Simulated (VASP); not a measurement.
# Tl (P6_3/mmc) in VASP: further runs, part 2 of 2

VASP 6.6.1. The steps go on from the part before.

## 3. Single point, PBEsol+D3(BJ)

This run uses another cell than the first one, of 20.04 Å³/atom, 1.075 times its volume.

INCAR

```
ALGO     = Normal         # electronic algorithm
EDIFF    = 1E-7           # SCF threshold, eV
ENCUT    = 520            # plane-wave cutoff, eV
GGA      = PS             # functional
ISIF     = 2              # what is computed and relaxed
ISMEAR   = 0              # smearing method
IVDW     = 12             # dispersion correction
LASPH    = T              # aspherical terms in the spheres
LCHARG   = F              # write CHGCAR
LREAL    = F              # projectors in reciprocal space
LWAVE    = F              # write WAVECAR
NBANDS   = 20             # bands
NELM     = 100            # most SCF steps
PREC     = Accurate       # precision mode
SIGMA    = 0.1            # smearing width, eV
```

KPOINTS

```
k-points
0
Gamma
  9 9 5
```

POSCAR

```
Tl
1.0
    3.0176840914      0.0000000000      0.0000000000
   -1.5088420457      2.6133910837      0.0000000000
    0.0000000000      0.0000000000      5.0827971670
Tl
2
Direct
    0.3333333333      0.6666666667      0.2500000000
    0.6666666667      0.3333333333      0.7500000000
```

Potentials or basis: VASP PAW PBE potentials, release 64 (Tl_d).

Run with:

```sh
cat potpaw_PBE.64/Tl_d/POTCAR > POTCAR
mpirun -np 1 vasp_std > vasp.out
```

OUTCAR:

```text
EDIFF = 1E-7
   ENCUT = 520
   GGA = PS
   ISIF = 2
   ISMEAR = 0
   IVDW = 12
   LASPH = T
   LREAL = F
   NELM = 100
   PREC = Accurate
 IVDW          = 12

 ion  position               nearest neighbor table
   1  0.333  0.667  0.250-   2 3.08   2 3.08   2 3.08   2 3.08   2 3.08   2 3.08
   2  0.667  0.333  0.750-   1 3.08   1 3.08   1 3.08   1 3.08   1 3.08   1 3.08

  LATTYP: Found a hexagonal cell.
 ALAT       =     3.0176840914
 C/A-ratio  =     1.6843370655

  Lattice vectors:

 A1 = (   3.0176840914,   0.0000000000,   0.0000000000)
 A2 = (  -1.5088420457,   2.6133910837,   0.0000000000)
 A3 = (   0.0000000000,   0.0000000000,   5.0827971670)

Analysis of symmetry for initial positions (statically):
=====================================================================
 Subroutine PRICEL returns:
 Original cell was already a primitive cell.

 Routine SETGRP: Setting up the symmetry group for a
 hexagonal supercell.

 Subroutine GETGRP returns: Found 24 space group operations
 (whereof 12 operations were pure point group operations)
 out of a pool of 24 trial point group operations.

The static configuration has the point symmetry D_3d.
 The point group associated with its full space group is D_6h.

Analysis of symmetry for dynamics (positions and initial velocities):
=====================================================================
 Subroutine PRICEL returns:
 Original cell was already a primitive cell.

 Routine SETGRP: Setting up the symmetry group for a
 hexagonal supercell.

 Subroutine GETGRP returns: Found 24 space group operations
 (whereof 12 operations were pure point group operations)
 out of a pool of 24 trial point group operations.

The dynamic configuration has the point symmetry D_3d.
 The point group associated with its full space group is D_6h.

 Subroutine INISYM returns: Found 24 space group operations
 (whereof 12 operations are pure point group operations),
 and found     1 'primitive' translations

----------------------------------------------------------------------------------------

                                     Primitive cell

  volume of cell :      40.0849

  direct lattice vectors                    reciprocal lattice vectors
     3.017684091  0.000000000  0.000000000     0.331379949  0.191322303  0.000000000
    -1.508842046  2.613391084  0.000000000     0.000000000  0.382644605  0.000000000
     0.000000000  0.000000000  5.082797167     0.000000000  0.000000000  0.196742063

  length of vectors
     3.017684091  3.017684091  5.082797167     0.382644605  0.382644605  0.196742063

  position of ions in fractional coordinates (direct lattice)
     0.333333333  0.666666667  0.250000000
     0.666666667  0.333333333  0.750000000

  ion indices of the primitive-cell ions
   primitive index   ion index
                 1           1
                 2           2

----------------------------------------------------------------------------------------

 KPOINTS: k-points

Automatic generation of k-mesh.
 Grid dimensions read from file:
 generate k-points for:    9    9    5

 Generating k-lattice:

  Cartesian coordinates                     Fractional coordinates (reciprocal lattice)
     0.036819994  0.021258034  0.000000000     0.111111111  0.000000000  0.000000000
     0.000000000  0.042516067  0.000000000     0.000000000  0.111111111  0.000000000
     0.000000000  0.000000000  0.039348413     0.000000000  0.000000000  0.200000000

  Length of vectors
     0.042516067  0.042516067  0.039348413

  Shift w.r.t. Gamma in fractional coordinates (k-lattice)
     0.000000000  0.000000000  0.000000000

 Subroutine IBZKPT returns following result:
 ===========================================

 Found     36 irreducible k-points:

 Following reciprocal coordinates:
            Coordinates               Weight
  0.000000  0.000000  0.000000      1.000000
  0.111111  0.000000  0.000000      6.000000
  0.222222  0.000000  0.000000      6.000000
  0.333333  0.000000  0.000000      6.000000
  0.444444  0.000000  0.000000      6.000000
  0.111111  0.111111  0.000000      6.000000
[... 16 lines left out ...]
  0.333333  0.222222  0.200000     24.000000
  0.333333  0.333333  0.200000      4.000000
 [... further k-points ...]
   k-points           NKPTS =     36   k-points in BZ     NKDIM =     36   number of bands    NBANDS=     20
   number of dos      NEDOS =    301   number of ions     NIONS =      2
   total plane-waves  NPLWV =  23040
   dimension x,y,z NGX =    24 NGY =   24 NGZ =   40
   dimension x,y,z NGXF=    48 NGYF=   48 NGZF=   80
   ions per type =               2
   NGX,Y,Z   is equivalent  to a cutoff of  13.22, 13.22, 13.08 a.u.
   NGXF,Y,Z  is equivalent  to a cutoff of  26.44, 26.44, 26.17 a.u.
 SYSTEM =  unknown system
   PREC   = accura    normal or accurate (medium, high low for compatibility)
   ISTART =      0    job   : 0-new  1-cont  2-samecut
   ICHARG =      2    charge: 1-file 2-atom 10-const
   ISPIN  =      1    spin polarized calculation?
   LNONCOLLINEAR =      F non collinear calculations
   LSORBIT =      F    spin-orbit coupling
   LASPH  =      T    aspherical Exc in radial PAW
   ENCUT  =  520.0 eV  38.22 Ry    6.18 a.u.   5.61  5.61  9.45*2*pi/ulx,y,z
   NELM   =    100;   NELMIN=  2; NELMDL= -5     # of ELM steps
   EDIFF  = 0.1E-06   stopping-criterion for ELM
   LREAL  =      F    real-space projection
   EDIFFG = 0.1E-05   stopping-criterion for IOM
   NSW    =      0    number of steps for IOM
   IBRION =     -1    ionic relax: 0-MD 1-quasi-New 2-CG
   NFREE  =      0    steps in history (QN), initial steepest desc. (CG)
   ISIF   =      2    stress and relaxation
   ISYM   =      2    0-nonsym 1-usesym 2-fastsym
   POTIM  = 0.5000    time-step for ionic-motion
   TEBEG  =    0.0;   TEEND  =   0.0 temperature during run
   PSTRESS=    0.0 pullay stress
   NELECT =      26.0000    total number of electrons
   NUPDOWN=      -1.0000    fix difference up-down
   EMIN   =  10.00;   EMAX   =-10.00  energy-range for DOS
   EFERMI =   0.00;   METHOD = LEGACY
   ISMEAR =     0;   SIGMA  =   0.10  broadening in eV -4-tet -1-fermi 0-gaus
   EFERMI_NEDOS =   21; number of points for ismear=-14 and -15
   IALGO  =     38    algorithm
   IMIX   =      4    mixing-type and parameters
     AMIX     =   0.40;   BMIX     =  1.00
     AMIX_MAG =   1.60;   BMIX_MAG =  1.00
  volume/ion in A,a.u.               =      20.04       135.25
  Fermi-wavevector in a.u.,A,eV,Ry     =   1.417117  2.677962 27.323490  2.008220
  Thomas-Fermi vector in A             =   2.538380
   LORBIT       =      0    0 simple, 1 ext, 2 COOP (PROOUT), +10 PAW based schemes
   GGA     = PS    functional components
   LHFCALC =     F    Hartree Fock is set to
   AEXX    =    0.0000 exact exchange contribution
   IVDW    =    12    specifies the selected vdW correction
   LEPSILON=     F    determine dielectric tensor
   LRPA    =     F    only Hartree local field effects (RPA)
 non-spin polarized calculation
 Gauss-broadening in eV      SIGMA  =   0.10
  energy-cutoff  :      520.00
  volume of cell :       40.08
 maximum number of plane-waves:      1099
 NGX is ok and might be reduce to    24
   NGX = 11   NGY = 11   NGZ = 19

 number of electron      26.0000003 magnetization

 Free energy of the ion-electron system (eV)
  ---------------------------------------------------
  ext. energy  EPLUGINS =         0.00000000
  ---------------------------------------------------
  free energy    TOTEN  =        -3.99039241 eV

  energy without entropy =       -3.98314240  energy(sigma->0) =       -3.98676741

 E-fermi :  11.1142     XC(G=0): -12.2656

 val. band max:       11.0998678091   @ k =   0.4444   0.0000   0.2000
 cond. band min:      11.1551898507   @ k =   0.3333   0.2222   0.2000
 fundamental gap:      0.0553220416
 Fermi energy:        11.1142441509

 k-point     1 :       0.0000    0.0000    0.0000
  band No.  band energies     occupation
      1      -2.2603      2.00000
      2      -2.1432      2.00000
      3      -1.5055      2.00000
      4      -1.3764      2.00000
      5      -1.3764      2.00000
      6      -1.2594      2.00000
[... 12 lines left out ...]
     19      25.1461      0.00000
     20      25.1461      0.00000
[... 507 lines left out ...]
 k-point    24 :       0.3333    0.3333    0.2000
  band No.  band energies     occupation
      1      -1.8360      2.00000
      2      -1.6319      2.00000
      3      -1.6319      2.00000
      4      -1.2129      2.00000
      5      -1.1713      2.00000
      6      -1.1713      2.00000
[... 12 lines left out ...]
     19      19.3304      0.00000
     20      27.1431      0.00000

 [... further k-points ...]

------------------------ aborting loop because EDIFF is reached ----------------------------------------

 Edisp (eV)   -1.10093

 E8    (eV) :    -0.8208

  FORCE on cell =-STRESS in cart. coord.  units (eV):
  Direction    XX          YY          ZZ          XY          YZ          ZX
  --------------------------------------------------------------------------------------
  -------------------------------------------------------------------------------------
  Total       7.43502     7.43502     7.43361     0.00000     0.00000     0.00000
  in kB     297.17465   297.17465   297.11830     0.00000     0.00000     0.00000
  external pressure =      297.16 kB  Pullay stress =        0.00 kB

 VOLUME and BASIS-vectors are now :
 -----------------------------------------------------------------------------
  energy-cutoff  :      520.00
  volume of cell :       40.08
      direct lattice vectors                 reciprocal lattice vectors
     3.017684091  0.000000000  0.000000000     0.331379949  0.191322303  0.000000000
    -1.508842046  2.613391084  0.000000000     0.000000000  0.382644605  0.000000000
     0.000000000  0.000000000  5.082797167     0.000000000  0.000000000  0.196742063

 POSITION                                       TOTAL-FORCE (eV/Angst)
 -----------------------------------------------------------------------------------
     -0.00000      1.74226      1.27070        -0.000000     -0.000000      0.000000
      1.50884      0.87113      3.81210         0.000000      0.000000      0.000000
 -----------------------------------------------------------------------------------
    total drift:                               -0.000000      0.000000      0.000000

  FREE ENERGIE OF THE ION-ELECTRON SYSTEM (eV)
  ---------------------------------------------------
  free  energy   TOTEN  =        -5.0913244524 eV

  energy  without entropy=       -5.0840744427  energy(sigma->0) =       -5.08769945
```

It took 14 s on 1 thread of Intel Xeon 6975P-C (Granite Rapids), shared host; peak memory 0.18 GiB.

What came out:

| Quantity | Value |
| --- | --- |
| Free energy | -5.0913 eV |
| Pressure | 29.7 GPa |
| Band gap on the k mesh | zero (band 13 reaches 13.57 eV, above the bottom of band 14 at 8.58 eV) |
| Dispersion energy per atom | -0.550 eV |

Caveat: the PAW data sets were made with another functional, which shifts forces and pressure a little; spin-orbit coupling is left out, which moves the levels of the heavy elements; pairwise dispersion overbinds metals, which lowers pressure and volume.

## 4. Single point, PBEsol+D3(BJ)

This run uses another cell than the first one, of 22.19 Å³/atom, 1.190 times its volume.

INCAR

```
SYSTEM = Tl
PREC = Accurate ; ENCUT = 520
EDIFF = 1E-6 ; ISMEAR = 0
SIGMA = 0.1 ; LREAL = .FALSE.
LASPH = .TRUE. ; NELM = 80
ALGO = Normal ; ISIF = 2
LWAVE = .FALSE. ; LCHARG = .TRUE.
GGA = PS ; IVDW = 12
LELF = .TRUE. ; LVHAR = .TRUE.
NBANDS = 20
```

KPOINTS

```
Automatic mesh
0
G
  9 9 5
  0 0 0
```

POSCAR

```
Tl
1.0
    3.1171630904      0.0000000000      0.0000000000
   -1.5585815452      2.6995424240      0.0000000000
    0.0000000000      0.0000000000      5.2731763300
Tl
2
Direct
    0.3333333333      0.6666666667      0.2500000000
    0.6666666667      0.3333333333      0.7500000000
```

Run with:

```sh
cat potpaw_PBE.64/Tl_d/POTCAR > POTCAR
mpirun -np 1 vasp_std > vasp.out
```

Wall time 10 s (1 thread of Intel Xeon 6975P-C (Granite Rapids), shared host); peak memory 0.17 GiB.

Results (log left out):

```yaml
Free_energy: -5.6726 eV
Pressure: 14.9 GPa
Band_gap_on_the_k_mesh: zero (band 13 reaches 11.74 eV, above the bottom of band 14 at 7.26 eV)
Dispersion_energy_per_atom: -0.497 eV
```

Levels at points of the mesh, in eV from the Fermi level:
```csv
k point,band 11,band 12,band 13,band 14,band 15,band 16
"(0.00, 0.00, 0.00)",-11.25,-5.69,-4.40,10.55,10.55,10.87
```

Caveat: the PAW data sets were made with another functional, which shifts forces and pressure a little; spin-orbit coupling is left out, which moves the levels of the heavy elements; pairwise dispersion overbinds metals, which lowers pressure and volume.

## 5. Single point, PBEsol+D3(BJ)

This run uses another cell than the first one, of 27.02 Å³/atom, 1.449 times its volume.

INCAR

```
SYSTEM = Tl
PREC = Accurate
ENCUT = 520
EDIFF = 1E-7
ISMEAR = 0
SIGMA = 0.1
LREAL = .FALSE.
LASPH = .TRUE.
NELM = 100
ALGO = Normal
ISIF = 2
LWAVE = .FALSE.
LCHARG = .TRUE.
GGA = PS
IVDW = 12
LELF = .TRUE.
LVHAR = .TRUE.
NBANDS = 20
```

KPOINTS is that of step 4.

POSCAR

```
Tl
1.0
    3.3322191842      0.0000000000      0.0000000000
   -1.6661095921      2.8857864645      0.0000000000
    0.0000000000      0.0000000000      5.6203685397
Tl
2
Direct
    0.3333333333      0.6666666667      0.2500000000
    0.6666666667      0.3333333333      0.7500000000
```

Run with:

```sh
cat potpaw_PBE.64/Tl_d/POTCAR > POTCAR
mpirun -np 1 vasp_std > vasp.out
```

It took 19 s on 1 thread of Intel Xeon 6975P-C (Granite Rapids), shared host; peak memory 0.19 GiB.

It converged, with:

```
Free energy                : -6.0386 eV
Pressure                   : -0.1 GPa
Band gap on the k mesh     : zero (band 13 reaches 8.81 eV, above the bottom of band 14 at 5.23 eV)
Dispersion energy per atom : -0.407 eV
```

Levels at points of the mesh, in eV from the Fermi level:
| k point | band 11 | band 12 | band 13 | band 14 | band 15 | band 16 |
| --- | --- | --- | --- | --- | --- | --- |
| (0.00, 0.00, 0.00) | -10.48 | -5.64 | -3.30 | 9.04 | 9.04 | 9.96 |

Caveat: the PAW data sets were made with another functional, which shifts forces and pressure a little; spin-orbit coupling is left out, which moves the levels of the heavy elements; pairwise dispersion overbinds metals, which lowers pressure and volume.

## 6. The runs side by side

```tsv
cell	gap on the mesh (eV)	pressure (GPa)
a = 2.963, b = 2.963, c = 4.905 Å, angles 90.0, 90.0, 120.0°, 2 atoms	none	44.6
a = 3.018, b = 3.018, c = 5.083 Å, angles 90.0, 90.0, 120.0°, 2 atoms	none	29.7
a = 3.117, b = 3.117, c = 5.273 Å, angles 90.0, 90.0, 120.0°, 2 atoms	none	14.9
a = 3.332, b = 3.332, c = 5.620 Å, angles 90.0, 90.0, 120.0°, 2 atoms	none	-0.1
```

Alike in all rows: task single point; level PBEsol+D3(BJ); potentials or basis VASP PAW PBE potentials, release 64 (Tl_d); no spin polarisation; k mesh 9 × 9 × 5; cutoff (eV) 520; smearing gaussian 0.1 eV.

Caveats: the PAW data sets were made with another functional, which shifts forces and pressure a little; spin-orbit coupling is left out, which moves the levels of the heavy elements; pairwise dispersion overbinds metals, which lowers pressure and volume.

Absolute energies hang on the potentials; compare differences alone.
